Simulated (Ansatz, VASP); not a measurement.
# W3Cl: VASP beside Ansatz

```xyz
8
Lattice="2.8479 0.0000 0.0000 -1.4240 2.4664 0.0000 0.0000 0.0000 18.2174" Properties=species:S:1:pos:R:3 pbc="T T T"
W     0.0000    1.6442    2.1652
W     1.4240    0.8221   11.2739
W     0.0000    1.6442    6.9435
W     1.4240    0.8221   16.0522
W     0.0000    1.6442   13.6630
W     1.4240    0.8221    4.5543
Cl    0.0000    0.0000    0.0000
Cl    0.0000    0.0000    9.1087
```

Change from the starting cell: species swapped into the Co3H type (P6_3/mmc, No. 194).

Alike in both runs: functional PBE; k mesh 6 × 6 × 1; occupations gaussian, width 0.2 eV; no spin polarisation.

Ansatz relaxed the structure, and its values are those at the end. VASP's run is a single point on that final structure, the one shown.

|  | VASP | Ansatz |
| --- | --- | --- |
| version | VASP 6.6.1 | Ansatz 0.2.0 |
| potentials or method | VASP PAW PBE potentials, release 64 (W_sv, Cl), cutoff 520 eV | scalar-relativistic, plane waves, PAW |
| valence electrons in the cell | 98 | 98 |

|  | VASP | Ansatz | Ansatz less VASP |
| --- | --- | --- | --- |
| gap on the k mesh at the Fermi level (eV) | none | none | - |
| pressure (GPa) | 0.6 | 0.3 | -0.35 |
| rms of the force components (eV/Å) | 0.010 | 0.001 | -0.0093 |

A gap of «none» marks a metal or a gap that the smearing closes.

The k mesh is coarse, so the values compare programs but aren't converged. Neither program's run includes spin-orbit coupling.
